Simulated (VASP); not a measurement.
Here is a VASP 6.6.1 calculation.

INCAR

```
SYSTEM = NiO
PREC = Accurate
ENCUT = 520
EDIFF = 1E-6
ISMEAR = -1
SIGMA = 0.05
LREAL = .False.
LASPH = .True.
NELM = 150
ALGO = Normal
ISIF = 2
LWAVE = .False.
LCHARG = .False.
ISPIN = 2
MAGMOM = 1 0
LORBIT = 11
LMAXMIX = 4
GGA = PS
NBANDS = 19
```

The input KPOINTS:

```
Automatic mesh
0
Gamma
  11 11 11
  0 0 0
```

The input POSCAR:

```
NiO
1.0
    0.0000000000      1.9986699319      1.9986699319
    1.9986699319      0.0000000000      1.9986699319
    1.9986699319      1.9986699319      0.0000000000
Ni O
1 1
Direct
    0.0000000000      0.0000000000      0.0000000000
    0.5000000000      0.5000000000      0.5000000000
```

Potentials or basis: VASP PAW PBE potentials, release 64 (Ni, O).

Command:

```bash
$ cat potpaw_PBE.64/Ni/POTCAR potpaw_PBE.64/O/POTCAR > POTCAR
$ mpirun -np 1 vasp_std > vasp.out
```

Q: Predict the site moments.

A: Ni +0.32; O +0.05 μB.

Q: Predict the pressure.

A: 20.5 GPa.

Q: Predict the net moment.

A: 0.37 μB per cell.

Caveat: the PAW data sets were made with another functional, which shifts forces and pressure a little.
